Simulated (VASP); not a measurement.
Set up this calculation in VASP 6.6.1, as the native input.

```yaml
Task: single point
Functional: PBEsol
Potentials_or_basis: VASP PAW PBE potentials, release 64 (Ag, Cl)
Cutoff: 520 eV
k_mesh: 10 × 10 × 10
Occupations: gaussian, width 0.05 eV
Spin: no spin polarisation
Dipole_correction: no
Further_INCAR_settings: ALGO = Normal; EDIFF = 1e-06; NBANDS = 16
```

The structure of AgCl lies in POSCAR:

```
AgCl
1.0
    3.3311591989      0.0000000000     -0.3664275119
    0.0000000000      3.3311591989     -0.1832137559
   -0.3664275119     -0.1832137559      3.3311591989
Ag Cl
1 1
Direct
    0.0000000000      0.0000000000      0.0000000000
    0.5000000000      0.5000000000      0.5000000000
```

This cell differs from its parent crystal: engineering shear strain xz -0.2200, engineering shear strain yz -0.1100.

The input as run:

INCAR

```
SYSTEM = AgCl
ALGO = Normal ; EDIFF = 1E-6
ENCUT = 520 ; GGA = PS
ISIF = 2 ; ISMEAR = 0
LASPH = .TRUE. ; LCHARG = .FALSE.
LREAL = .FALSE. ; LWAVE = .FALSE.
NBANDS = 16 ; NELM = 60
PREC = Accurate ; SIGMA = 0.05
```

KPOINTS

```
k-points
0
G
  10 10 10
  0 0 0
```

Potentials or basis: VASP PAW PBE potentials, release 64 (Ag, Cl).

Launch:

```sh
$ cat potpaw_PBE.64/Ag/POTCAR potpaw_PBE.64/Cl/POTCAR > POTCAR
$ mpirun -np 1 vasp_std > vasp.out
```

Results of the run:

```json
{
  "Pressure": "3.1 GPa",
  "Band gap on the k mesh": "0.03 eV (least direct gap 2.24 eV)"
}
```

Caveat: the cell differs from its parent crystal (engineering shear strain xz -0.2200, engineering shear strain yz -0.1100); the cell stands under pressure; the PAW data sets were made with another functional, which shifts forces and pressure a little.

It took 110 s on 1 thread of Intel(R) Xeon(R) 6975P-C (Granite Rapids), with other jobs on the host, peak memory 0.39 GiB.
